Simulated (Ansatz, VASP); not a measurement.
**Two plane-wave programs on LiCl**

```
Li Cl
1.0
     3.58030    0.00000    0.00000
    -1.79015    3.10063    0.00000
     0.00000    0.00000   11.79774
Li Cl
4 4
Direct
  0.33333 0.66667 0.87500
  0.66667 0.33333 0.12500
  0.66667 0.33333 0.37500
  0.33333 0.66667 0.62500
  0.66667 0.33333 0.75000
  0.00000 0.00000 0.00000
  0.33333 0.66667 0.25000
  0.00000 0.00000 0.50000
```

Alike in both runs: task relaxation of cell and atoms; functional PBE; k mesh 6 × 6 × 2; occupations gaussian, width 0.02 eV; no spin polarisation.

|  | VASP | Ansatz |
| --- | --- | --- |
| version | VASP 6.6.1 | Ansatz 0.2.0 |
| potentials or method | VASP PAW PBE potentials, release 64 (Li_sv, Cl), cutoff 600 eV | scalar-relativistic, plane waves, PAW |
| valence electrons in the cell | 40 | 40 |

|  | VASP | Ansatz | Ansatz less VASP |
| --- | --- | --- | --- |
| gap on the k mesh at the Fermi level, each at its own relaxed structure (eV) | 6.25 | 6.21 | -0.030 |
| relaxed volume (Å³/atom) | 17.00 | 17.06 | +0.062 |
| relaxed cell length with the largest relative difference (Å) | 3.615 | 3.621 | +0.0066 |

Noted on VASP's run: the cutoff is short for stress, so the pressure is rough.
